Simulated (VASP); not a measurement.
# Na (I4_1/amd) in VASP: single point with r2SCAN

Aim: the single point of Na with r2SCAN.

Program: VASP 6.6.1. These are calculated values, not measurements. Logs are shortened: lines on timing, memory, paths and dates and some standing lists are left out, and cuts for length are marked.

### Step 1. The cell of the first run

The structure is tetragonal, space group I4_1/amd (No. 141). Conventional cell: a = 6.527 Å, b = 6.527 Å, c = 3.560 Å, α = 90.00°, β = 90.00°, γ = 90.00°. Na (site symmetry -4m2) has 10 Na at 3.38 to 4.22 Å within 4.4 Å.

### Step 2. Single point, r2SCAN

The input, POSCAR:

```
Na
1.0
   -3.2633941077      3.2633941077      1.7802417262
    3.2633941077     -3.2633941077      1.7802417262
    3.2633941077      3.2633941077     -1.7802417262
Na
2
Direct
    0.0000000000      0.0000000000      0.0000000000
    0.7500000000      0.2500000000      0.5000000000
```

The input, INCAR.step1:

```
SYSTEM = Na
PREC = Accurate ; ENCUT = 520
ISMEAR = 0 ; SIGMA = 0.1
LREAL = .False. ; LASPH = .True.
NELM = 100 ; NBANDS = 14
GGA = PE ; ALGO = Normal
EDIFF = 1E-4 ; LWAVE = .True.
LCHARG = .False.
```

The input, INCAR.step2:

```
SYSTEM = Na
PREC = Accurate ; ENCUT = 520
EDIFF = 1E-6 ; ISMEAR = 0
SIGMA = 0.1 ; LREAL = .False.
LASPH = .True. ; NELM = 100
ALGO = Normal ; ISIF = 2
LWAVE = .False. ; LCHARG = .True.
METAGGA = R2SCAN ; LMIXTAU = .True.
LELF = .True. ; LVHAR = .True.
NBANDS = 14 ; ISTART = 1
```

The input, KPOINTS:

```
Automatic mesh
0
Gamma
  6 6 6
  0 0 0
```

Potentials or basis: VASP PAW PBE potentials, release 64 (Na_pv).

The run is started by

```
$ cat potpaw_PBE.64/Na_pv/POTCAR > POTCAR
$ cp INCAR.step1 INCAR
$ mpirun -np 1 vasp_std > vasp.out
$ cp INCAR.step2 INCAR
$ mpirun -np 1 vasp_std > vasp.out
```

OUTCAR:

```text
SYSTEM = Na
   PREC = Accurate
   ENCUT = 520
   EDIFF = 1E-6
   ISMEAR = 0
   LREAL = .False.
   LASPH = .True.
   NELM = 100
   ISIF = 2
   METAGGA = R2SCAN
   ISTART = 1

 ion  position               nearest neighbor table
   1  0.000  0.000  0.000-
   2  0.750  0.250  0.500-

  LATTYP: Found a body centered tetragonal cell.
 ALAT       =     6.5267882154
 C/A-ratio  =     0.5455184594

  Lattice vectors:

 A1 = (  -3.2633941077,   3.2633941077,   1.7802417262)
 A2 = (   3.2633941077,  -3.2633941077,   1.7802417262)
 A3 = (   3.2633941077,   3.2633941077,  -1.7802417262)

Analysis of symmetry for initial positions (statically):
=====================================================================
 Subroutine PRICEL returns:
 Original cell was already a primitive cell.

 Routine SETGRP: Setting up the symmetry group for a
 body centered tetragonal supercell.

 Subroutine GETGRP returns: Found 16 space group operations
 (whereof  8 operations were pure point group operations)
 out of a pool of 16 trial point group operations.

The static configuration has the point symmetry D_2d.
 The point group associated with its full space group is D_4h.

Analysis of symmetry for dynamics (positions and initial velocities):
=====================================================================
 Subroutine PRICEL returns:
 Original cell was already a primitive cell.

 Routine SETGRP: Setting up the symmetry group for a
 body centered tetragonal supercell.

 Subroutine GETGRP returns: Found 16 space group operations
 (whereof  8 operations were pure point group operations)
 out of a pool of 16 trial point group operations.

The dynamic configuration has the point symmetry D_2d.
 The point group associated with its full space group is D_4h.

 Subroutine INISYM returns: Found 16 space group operations
 (whereof  8 operations are pure point group operations),
 and found     1 'primitive' translations

----------------------------------------------------------------------------------------

                                     Primitive cell

  volume of cell :      75.8365

  direct lattice vectors                    reciprocal lattice vectors
    -3.263394108  3.263394108  1.780241726     0.000000000  0.153214716  0.280860735
     3.263394108 -3.263394108  1.780241726     0.153214716  0.000000000  0.280860735
     3.263394108  3.263394108 -1.780241726     0.153214716  0.153214716  0.000000000

  length of vectors
     4.946589007  4.946589007  4.946589007     0.319933589  0.319933589  0.216678329

  position of ions in fractional coordinates (direct lattice)
     0.000000000  0.000000000  0.000000000
     0.750000000  0.250000000  0.500000000

  ion indices of the primitive-cell ions
   primitive index   ion index
                 1           1
                 2           2

----------------------------------------------------------------------------------------

 KPOINTS: Automatic mesh

Automatic generation of k-mesh.
 Grid dimensions read from file:
 generate k-points for:    6    6    6

 Generating k-lattice:

  Cartesian coordinates                     Fractional coordinates (reciprocal lattice)
     0.000000000  0.025535786  0.046810123     0.166666667  0.000000000  0.000000000
     0.025535786  0.000000000  0.046810123     0.000000000  0.166666667  0.000000000
     0.025535786  0.025535786  0.000000000     0.000000000  0.000000000  0.166666667

  Length of vectors
     0.053322265  0.053322265  0.036113055

  Shift w.r.t. Gamma in fractional coordinates (k-lattice)
     0.000000000  0.000000000  0.000000000

 Subroutine IBZKPT returns following result:
 ===========================================

 Found     30 irreducible k-points:

 Following reciprocal coordinates:
            Coordinates               Weight
  0.000000  0.000000  0.000000      1.000000
  0.166667 -0.000000  0.000000      8.000000
  0.333333  0.000000 -0.000000      8.000000
  0.500000  0.000000  0.000000      4.000000
  0.166667  0.166667  0.000000      8.000000
  0.333333  0.166667 -0.000000     16.000000
[... 16 lines left out ...]
 -0.333333 -0.333333  0.166667      8.000000
 -0.166667 -0.333333  0.166667      8.000000
 [... further k-points ...]
   k-points           NKPTS =     30   k-points in BZ     NKDIM =     30   number of bands    NBANDS=     14
   number of dos      NEDOS =    301   number of ions     NIONS =      2
   total plane-waves  NPLWV =  64000
   dimension x,y,z NGX =    40 NGY =   40 NGZ =   40
   dimension x,y,z NGXF=    80 NGYF=   80 NGZF=   80
   ions per type =               2
   NGX,Y,Z   is equivalent  to a cutoff of  13.44, 13.44, 13.44 a.u.
   NGXF,Y,Z  is equivalent  to a cutoff of  26.89, 26.89, 26.89 a.u.
 SYSTEM =  Na
   PREC   = accura    normal or accurate (medium, high low for compatibility)
   ISTART =      1    job   : 0-new  1-cont  2-samecut
   ICHARG =      0    charge: 1-file 2-atom 10-const
   ISPIN  =      1    spin polarized calculation?
   LNONCOLLINEAR =      F non collinear calculations
   LSORBIT =      F    spin-orbit coupling
   LASPH  =      T    aspherical Exc in radial PAW
   ENCUT  =  520.0 eV  38.22 Ry    6.18 a.u.   9.20  9.20  9.20*2*pi/ulx,y,z
   NELM   =    100;   NELMIN=  2; NELMDL=  0     # of ELM steps
   EDIFF  = 0.1E-05   stopping-criterion for ELM
   LREAL  =      F    real-space projection
   EDIFFG = 0.1E-04   stopping-criterion for IOM
   NSW    =      0    number of steps for IOM
   IBRION =     -1    ionic relax: 0-MD 1-quasi-New 2-CG
   NFREE  =      0    steps in history (QN), initial steepest desc. (CG)
   ISIF   =      2    stress and relaxation
   ISYM   =      2    0-nonsym 1-usesym 2-fastsym
   POTIM  = 0.5000    time-step for ionic-motion
   TEBEG  =    0.0;   TEEND  =   0.0 temperature during run
   PSTRESS=    0.0 pullay stress
   NELECT =      14.0000    total number of electrons
   NUPDOWN=      -1.0000    fix difference up-down
   EMIN   =  10.00;   EMAX   =-10.00  energy-range for DOS
   EFERMI =   0.00;   METHOD = LEGACY
   ISMEAR =     0;   SIGMA  =   0.10  broadening in eV -4-tet -1-fermi 0-gaus
   EFERMI_NEDOS =   21; number of points for ismear=-14 and -15
   IALGO  =     38    algorithm
   IMIX   =      4    mixing-type and parameters
     AMIX     =   0.40;   BMIX     =  1.00
     AMIX_MAG =   1.60;   BMIX_MAG =  1.00
  volume/ion in A,a.u.               =      37.92       255.88
  Fermi-wavevector in a.u.,A,eV,Ry     =   0.932162  1.761531 11.822462  0.868926
  Thomas-Fermi vector in A             =   2.058731
   LORBIT       =      0    0 simple, 1 ext, 2 COOP (PROOUT), +10 PAW based schemes
   METAGGA = R2SCAN    functional components
   LHFCALC =     F    Hartree Fock is set to
   AEXX    =    0.0000 exact exchange contribution
   IVDW    =     0    specifies the selected vdW correction
   LEPSILON=     F    determine dielectric tensor
   LRPA    =     F    only Hartree local field effects (RPA)
 non-spin polarized calculation
 Gauss-broadening in eV      SIGMA  =   0.10
  energy-cutoff  :      520.00
  volume of cell :       75.84
 maximum number of plane-waves:      2070
 NGX is ok and might be reduce to    40
   NGX = 19   NGY = 19   NGZ = 19

 number of electron      13.9999996 magnetization

 Free energy of the ion-electron system (eV)
  ---------------------------------------------------
  ext. energy  EPLUGINS =         0.00000000
  ---------------------------------------------------
  free energy    TOTEN  =        -6.93025333 eV

  energy without entropy =       -6.92237438  energy(sigma->0) =       -6.92631386

 E-fermi :   0.2886     XC(G=0):  -6.8530

 val. band max:        0.2501345296   @ k =  -0.3333   0.5000   0.1667
 cond. band min:       0.3571074898   @ k =   0.3333   0.3333  -0.0000
 fundamental gap:      0.1069729602
 Fermi energy:         0.2885866375

 k-point     1 :       0.0000    0.0000    0.0000
  band No.  band energies     occupation
      1     -25.9013      2.00000
      2     -25.9011      2.00000
      3     -25.8601      2.00000
      4     -25.8595      2.00000
      5     -25.8595      2.00000
      6     -25.8593      2.00000
      7      -3.1450      2.00000
      8       3.8925      0.00000
      9       4.0255      0.00000
     10       4.0256      0.00000
     11       5.4270      0.00000
     12       9.8686      0.00000
     13      10.7645      0.00000
     14      11.8362      0.00000

 k-point     2 :       0.1667   -0.0000    0.0000
  band No.  band energies     occupation
      1     -25.9006      2.00000
      2     -25.8975      2.00000
      3     -25.8688      2.00000
      4     -25.8671      2.00000
      5     -25.8607      2.00000
      6     -25.8588      2.00000
      7      -2.6741      2.00000
      8       3.1952      0.00000
      9       3.7485      0.00000
     10       5.5946      0.00000
     11       6.2872      0.00000
     12       8.0669      0.00000
     13       8.8659      0.00000
     14       9.0678      0.00000

 k-point     3 :       0.3333    0.0000   -0.0000
  band No.  band energies     occupation
      1     -25.8992      2.00000
      2     -25.8925      2.00000
      3     -25.8848      2.00000
      4     -25.8782      2.00000
      5     -25.8662      2.00000
      6     -25.8575      2.00000
      7      -1.2864      2.00000
      8       3.3000      0.00000
      9       3.5975      0.00000
     10       4.4185      0.00000
     11       6.1322      0.00000
     12       6.6635      0.00000
     13       8.1008      0.00000
     14       8.4654      0.00000

 k-point     4 :       0.5000    0.0000    0.0000
  band No.  band energies     occupation
      1     -25.8986      2.00000
      2     -25.8963      2.00000
      3     -25.8919      2.00000
      4     -25.8757      2.00000
      5     -25.8716      2.00000
      6     -25.8569      2.00000
      7       0.7394      0.00000
      8       1.2026      0.00000
      9       4.1760      0.00000
     10       4.3802      0.00000
     11       4.5544      0.00000
     12       5.5481      0.00000
     13       8.2402      0.00000
     14       8.3117      0.00000

 k-point     5 :       0.1667    0.1667    0.0000
  band No.  band energies     occupation
      1     -25.8976      2.00000
      2     -25.8960      2.00000
      3     -25.8822      2.00000
      4     -25.8820      2.00000
      5     -25.8606      2.00000
      6     -25.8597      2.00000
      7      -1.4964      2.00000
      8       3.3189      0.00000
      9       4.8996      0.00000
     10       5.0535      0.00000
     11       5.4718      0.00000
[... 276 lines left out ...]
 k-point    22 :      -0.1667    0.5000    0.1667
  band No.  band energies     occupation
      1     -25.9011      2.00000
      2     -25.8953      2.00000
      3     -25.8836      2.00000
      4     -25.8798      2.00000
      5     -25.8637      2.00000
      6     -25.8563      2.00000
      7      -0.0462      2.00000
      8       2.1070      0.00000
      9       2.4226      0.00000
     10       3.2659      0.00000
     11       4.9341      0.00000
     12       7.3264      0.00000
     13       8.0646      0.00000
     14      11.4760      0.00000

 k-point    23 :      -0.3333   -0.3333    0.1667
  band No.  band energies     occupation
      1     -25.9007      2.00000
      2     -25.8989      2.00000
      3     -25.8831      2.00000
      4     -25.8813      2.00000
      5     -25.8584      2.00000
      6     -25.8575      2.00000
      7       0.9339      0.00000
      8       0.9694      0.00000
      9       2.5489      0.00000
     10       3.4631      0.00000
     11       3.8167      0.00000
     12       7.4405      0.00000
     13       9.2614      0.00000
     14      10.4555      0.00000

 k-point    24 :      -0.1667   -0.3333    0.1667
  band No.  band energies     occupation
      1     -25.8987      2.00000
      2     -25.8985      2.00000
      3     -25.8903      2.00000
      4     -25.8877      2.00000
      5     -25.8590      2.00000
      6     -25.8568      2.00000
      7       0.1256      1.97882
      8       2.5871      0.00000
      9       3.4765      0.00000
     10       4.1635      0.00000
     11       5.0806      0.00000
     12       5.8759      0.00000
     13       6.5639      0.00000
     14       8.2822      0.00000

 [... further k-points ...]

------------------------ aborting loop because EDIFF is reached ----------------------------------------

  FORCE on cell =-STRESS in cart. coord.  units (eV):
  Direction    XX          YY          ZZ          XY          YZ          ZX
  --------------------------------------------------------------------------------------
  -------------------------------------------------------------------------------------
  Total        0.1664525      0.1664525      0.0023961      0.0000000     -0.0000000      0.0000000
  in kB        3.5165996      3.5165996      0.0506207      0.0000000     -0.0000000      0.0000000
  external PRESSURE =       2.3612733 kB  Pullay stress =       0.0000000 kB

 VOLUME and BASIS-vectors are now :
 -----------------------------------------------------------------------------
  energy-cutoff  :      520.00
  volume of cell :       75.84
      direct lattice vectors                 reciprocal lattice vectors
    -3.263394108  3.263394108  1.780241726     0.000000000  0.153214716  0.280860735
     3.263394108 -3.263394108  1.780241726     0.153214716  0.000000000  0.280860735
     3.263394108  3.263394108 -1.780241726     0.153214716  0.153214716  0.000000000

 POSITION                                       TOTAL-FORCE (eV/Angst)
 -----------------------------------------------------------------------------------
      0.00000      0.00000      0.00000        -0.000000     -0.000000      0.000000
      0.00000      3.26339      0.89012         0.000000      0.000000     -0.000000
 -----------------------------------------------------------------------------------
    total drift:                               -0.000000      0.000000     -0.000000

  FREE ENERGIE OF THE ION-ELECTRON SYSTEM (eV)
  ---------------------------------------------------
  free  energy   TOTEN  =        -6.9302533332 eV

  energy  without entropy=       -6.9223743777  energy(sigma->0) =       -6.92631386
```

Run time: 72 s. Hardware: 1 thread of AMD EPYC 9R45 (Zen 5), shared host; peak memory 0.21 GiB.

Results:

* Free energy: -6.9303 eV
* Pressure: 0.2 GPa
* Band gap on the k mesh: zero (bands 7 and 8 overlap by 2.94 eV)

Caveat: the PAW data sets were made with another functional, which shifts forces and pressure a little.
